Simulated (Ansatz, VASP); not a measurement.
# NaHF2: VASP beside Ansatz

File INCAR:

```
PREC = Accurate
ENCUT = 520
EDIFF = 1E-6
ISMEAR = -1
SIGMA = 0.02
LREAL = F
LASPH = T
NELM = 80
ALGO = Normal
ISIF = 2
LWAVE = F
LCHARG = F
GGA = CA
NBANDS = 19
```

Contents of KPOINTS:

```
regular mesh
0
Gamma
  10 10 10
```

Contents of POSCAR:

```
NaHF2
1.0
    1.7630141214      1.0178766776      4.6388706988
   -1.7630141214      1.0178766776      4.6388706988
    0.0000000000     -2.0357533553      4.6388706988
Na H F
1 1 2
Direct
    0.0000000000      0.0000000000      0.0000000000
    0.5000000000      0.5000000000      0.5000000000
    0.4100000000      0.4100000000      0.4100000000
    0.5900000000      0.5900000000      0.5900000000
```

Input for Ansatz:

```yaml
crystal:
  lattice:
    - [1.7630141214, 1.0178766776, 4.6388706988]
    - [-1.7630141214, 1.0178766776, 4.6388706988]
    - [0.0, -2.0357533553, 4.6388706988]
  atoms:
    - { symbol: Na, position: [0.0, 0.0, 0.0] }
    - { symbol: H, position: [0.5, 0.5, 0.5] }
    - { symbol: F, position: [0.41, 0.41, 0.41] }
    - { symbol: F, position: [0.59, 0.59, 0.59] }
kpoints:
  mp_grid: { grid: [10, 10, 10] }
  band_path:
    path:
      - [0.0, 0.0, 0.0]
      - [0.5, 0.5, 0.5]
      - [0.8012355875, 0.1987644125, 0.5]
      - [0.5, -0.1987644125, 0.1987644125]
      - [0.5, 0.0, 0.0]
      - [0.0, 0.0, 0.0]
      - [0.3493822062, -0.3493822062, 0.0]
      - [0.6506177938, 0.0, 0.3493822062]
      - [0.5, 0.0, 0.5]
    npoints: 5
scf:
  occupations: { method: fermi_dirac, width: 0.02 }
hamiltonian:
  xc: lda
  pseudopotentials: { kind: all_electron, lapw: { basis_error: 0.001 } }
output:
  forces: true
  stress: true
  eigenvalues: true
```

Change from the starting cell: equal xx and yy strain of +2 %.

Alike in both runs: task single point; functional LDA; k mesh 10 × 10 × 10; occupations fermi-dirac, width 0.02 eV; no spin polarisation.

```csv
,VASP,Ansatz
version,VASP 6.6.1,Ansatz 0.2.0
potentials or method,"VASP PAW LDA potentials, release 64 (Na_pv, H, F), cutoff 520 eV","all-electron LAPW, scalar-relativistic"
```

|  | VASP | Ansatz | Ansatz less VASP |
| --- | --- | --- | --- |
| gap on the k mesh at the Fermi level (eV) | 6.23 | 6.25 | +0.023 |
| pressure (GPa) | -7.8 | -7.7 | +0.06 |
| traceless stress, the component that is largest in VASP (GPa) | -9.97 | -10.33 | -0.358 |
| rms of the force components (eV/Å) | 0.832 | 0.852 | +0.0204 |

LDA's correlation is that of Perdew and Zunger in VASP and of Perdew and Wang (1992) in Ansatz. Atom by atom the forces differ by 0.020 eV/Å (rms over components). Ansatz ran all-electron here, and VASP with PAW potentials.
